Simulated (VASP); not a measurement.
Write the native input for VASP 6.6.1 that does the following.

```yaml
Task: single point
Functional: PBE
Potentials_or_basis: VASP PAW PBE potentials, release 64 (Al, N)
Cutoff: 520 eV
k_mesh: 10 × 10 × 10
Occupations: gaussian, width 0.05 eV
Spin: no spin polarisation
Dipole_correction: no
Further_INCAR_settings: ALGO = Normal; EDIFF = 1e-06; NBANDS = 11
```

The structure of AlN lies in POSCAR:

```
AlN
1.0
    0.0000000000      2.2380199219      2.2380199219
    2.2380199219      0.0000000000      2.2380199219
    2.2380199219      2.2380199219      0.0000000000
Al N
1 1
Direct
   -0.0045751888      0.0045751888      0.0045751888
    0.7588131387      0.7411868613      0.7411868613
```

These files were run (other wordings do the same):

INCAR

```
SYSTEM = AlN
PREC = Accurate ; ENCUT = 520
EDIFF = 1E-6 ; ISMEAR = 0
SIGMA = 0.05 ; LREAL = .False.
LASPH = .True. ; NELM = 100
ALGO = Normal ; ISIF = 2
LWAVE = .False. ; LCHARG = .False.
GGA = PE ; NBANDS = 11
```

KPOINTS

```
regular mesh
0
Gamma
  10 10 10
  0 0 0
```

Potentials or basis: VASP PAW PBE potentials, release 64 (Al, N).

Command:

```sh
$ cat potpaw_PBE.64/Al/POTCAR potpaw_PBE.64/N/POTCAR > POTCAR
$ mpirun -np 1 vasp_std > vasp.out
```

It gave:

```json
{"Pressure": "-8.5 GPa", "Largest force": "0.707 eV/Å", "Band gap on the k mesh": "3.12 eV, indirect (least direct gap 3.41 eV)"}
```

Wall time 44 s on 1 thread of AMD EPYC 7R13 Processor (Zen 3), with other jobs on the host, peak memory 0.13 GiB.
